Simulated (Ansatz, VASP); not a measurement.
Al3Cu2 in VASP and in Ansatz

Contents of INCAR:

```
SYSTEM = Al3Cu2
PREC = Accurate
ENCUT = 520
EDIFF = 1E-6
ISMEAR = 0
SIGMA = 0.15
LREAL = .FALSE.
LASPH = .TRUE.
NELM = 80
ALGO = Fast
ISIF = 2
LWAVE = .FALSE.
LCHARG = .FALSE.
GGA = PS
NBANDS = 24
```

KPOINTS

```
regular mesh
0
G
  12 12 10
  0 0 0
```

Contents of POSCAR:

```
Al3Cu2
1.0
    3.8526704653      0.0000000000      0.0000000000
   -1.9263352327      3.3365104954      0.0000000000
    0.0000000000      0.0000000000      4.9821008425
Al Cu
3 2
Direct
    0.0000000000      0.0000000000      0.0000000000
    0.3333333333      0.6666666667      0.3515059809
    0.6666666667      0.3333333333      0.6484940191
    0.3333333333      0.6666666667      0.8422899817
    0.6666666667      0.3333333333      0.1577100183
```

Input for Ansatz:

```yaml
crystal:
  lattice:
    - [3.8526704653, 0.0, 0.0]
    - [-1.9263352327, 3.3365104954, 0.0]
    - [0.0, 0.0, 4.9821008425]
  atoms:
    - { symbol: Al, position: [0.0, 0.0, 0.0] }
    - { symbol: Al, position: [0.3333333333, 0.6666666667, 0.3515059809] }
    - { symbol: Al, position: [0.6666666667, 0.3333333333, 0.6484940191] }
    - { symbol: Cu, position: [0.3333333333, 0.6666666667, 0.8422899817] }
    - { symbol: Cu, position: [0.6666666667, 0.3333333333, 0.1577100183] }
basis:
  ecutwfc: 420
kpoints:
  mp_grid: { grid: [12, 12, 10] }
hamiltonian:
  xc: pbesol
scf:
  occupations: { method: gaussian, width: 0.15 }
output:
  forces: true
  stress: true
  eigenvalues: true
```

Change from the starting cell: strain -0.0600 x Voigt [1, 1, 0, 0, 0, 0], atoms carried along.

Alike in both runs: task single point; functional PBEsol; k mesh 12 × 12 × 10; occupations gaussian, width 0.15 eV; no spin polarisation.

|  | VASP | Ansatz |
| --- | --- | --- |
| version | VASP 6.6.1 | Ansatz 0.2.0 |
| potentials or method | VASP PAW PBE potentials, release 64 (Al, Cu), cutoff 520 eV | scalar-relativistic, plane waves, PAW |
| valence electrons in the cell | 31 | 47 |

```csv
,VASP,Ansatz,Ansatz less VASP
gap on the k mesh at the Fermi level (eV),none,none,-
pressure (GPa),19.4,19.1,-0.28
"traceless stress, the component that is largest in VASP (GPa)",-10.33,-10.37,-0.047
rms of the force components (eV/Å),0.093,0.091,-0.0016
```

VASP's potentials were made for PBE, not for PBEsol. Atom by atom the forces differ by 0.002 eV/Å (rms over components). A gap of «none» marks a metal or a gap that the smearing closes. VASP's potentials hold 31 valence electrons a cell and Ansatz's 47, so a difference there can come from the potentials and not from the codes.
